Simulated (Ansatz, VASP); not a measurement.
# Se: VASP beside Ansatz

```
Se
1.0
    -2.70528    2.70528    1.55755
     2.70528   -2.70528    1.55755
     2.70528    2.70528   -1.55755
Se
2
Direct
  0.00000 0.00000 0.00000
  0.75000 0.25000 0.50000
```

Alike in both runs: task relaxation of cell and atoms; functional PBE; k mesh 20 × 20 × 20; occupations gaussian, width 0.1 eV; no spin polarisation.

|  | VASP | Ansatz |
| --- | --- | --- |
| version | VASP 6.6.1 | Ansatz 0.2.0 |
| potentials or method | VASP PAW PBE potentials, release 64 (Se), cutoff 600 eV | scalar-relativistic, plane waves, PAW |
| valence electrons in the cell | 12 | 32 |

|  | VASP | Ansatz | Ansatz less VASP |
| --- | --- | --- | --- |
| gap on the k mesh at the Fermi level, each at its own relaxed structure (eV) | none | none | - |
| relaxed volume (Å³/atom) | 24.90 | 24.88 | -0.013 |
| relaxed length of the cell vector where the two differ most in proportion (Å) | 4.074 | 4.073 | -0.0008 |

A gap of «none» marks a metal or a gap that the smearing closes. VASP's potentials hold 12 valence electrons a cell and Ansatz's 32, so a difference there can come from the potentials and not from the codes.
